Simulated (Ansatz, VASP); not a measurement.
# One calculation of SiC, two programs

Contents of INCAR:

```
SYSTEM = SiC
PREC = Accurate
ENCUT = 520
EDIFF = 1E-6
ISMEAR = 0
SIGMA = 0.05
LREAL = .FALSE.
LASPH = .TRUE.
NELM = 80
ALGO = Normal
ISIF = 2
LWAVE = .FALSE.
LCHARG = .FALSE.
GGA = PE
NBANDS = 11
```

The input KPOINTS:

```
Automatic mesh
0
G
  12 12 12
  0 0 0
```

The input POSCAR:

```
SiC
1.0
    0.0000000000      2.1740000000      2.1740000000
    2.1740000000      0.0000000000      2.1740000000
    2.1740000000      2.1740000000      0.0000000000
Si C
1 1
Direct
    0.0000000000      0.0000000000      0.0000000000
    0.8103725851      0.8103725851      0.6896274149
```

Input for Ansatz:

```yaml
crystal:
  lattice:
    - [0.0, 2.174, 2.174]
    - [2.174, 0.0, 2.174]
    - [2.174, 2.174, 0.0]
  atoms:
    - { symbol: Si, position: [0.0, 0.0, 0.0] }
    - { symbol: C, position: [0.8103725851, 0.8103725851, 0.6896274149] }
basis:
  ecutwfc: 420
kpoints:
  mp_grid: { grid: [12, 12, 12] }
hamiltonian:
  xc: pbe
scf:
  occupations: { method: gaussian, width: 0.05 }
output:
  forces: true
  stress: true
  eigenvalues: true
```

Change from the starting cell: all C atoms moved +0.263 Å, as atom 2 along Cartesian [0 0 1].

Alike in both runs: task single point; functional PBE; k mesh 12 × 12 × 12; occupations gaussian, width 0.05 eV; no spin polarisation.

|  | VASP | Ansatz |
| --- | --- | --- |
| version | VASP 6.6.1 | Ansatz 0.2.0 |
| potentials or method | VASP PAW PBE potentials, release 64 (Si, C), cutoff 520 eV | scalar-relativistic, plane waves, PAW |
| valence electrons in the cell | 8 | 8 |

```tsv
	VASP	Ansatz	Ansatz less VASP
gap on the k mesh at the Fermi level (eV)	0.21	0.22	+0.006
least direct gap on the mesh (eV)	3.95	3.96	+0.002
pressure (GPa)	12.8	12.9	+0.10
traceless stress, the component that is largest in VASP (GPa)	18.97	19.00	+0.030
rms of the force components (eV/Å)	2.703	2.703	-0.0001
```

Atom by atom the forces differ by 0.000 eV/Å (rms over components).
